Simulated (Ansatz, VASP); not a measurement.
# Tl: VASP beside Ansatz

```xyz
1
Lattice="0.0000 2.4544 2.4544 2.4544 0.0000 2.4544 2.4544 2.4544 0.0000" Properties=species:S:1:pos:R:3 pbc="T T T"
Tl    0.0000    0.0000    0.0000
```

Alike in both runs: task single point; functional PBEsol; k mesh 13 × 13 × 13; occupations fermi-dirac, width 0.1 eV; no spin polarisation.

|  | VASP | Ansatz |
| --- | --- | --- |
| version | VASP 6.6.1 | Ansatz 0.2.0 |
| potentials or method | VASP PAW PBE potentials, release 64 (Tl_d), cutoff 520 eV | plane waves (420 eV) with PAW, scalar-relativistic |
| valence electrons in the cell | 13 | 13 |

|  | VASP | Ansatz | Ansatz less VASP |
| --- | --- | --- | --- |
| pressure (GPa) | -1.4 | -1.3 | +0.07 |

VASP's potentials were made for PBE, not for PBEsol, and Ansatz warns of the same on its side. With one functional, cell and mesh, what is left measures potentials, basis and numerics.

Neither program's run includes spin-orbit coupling.
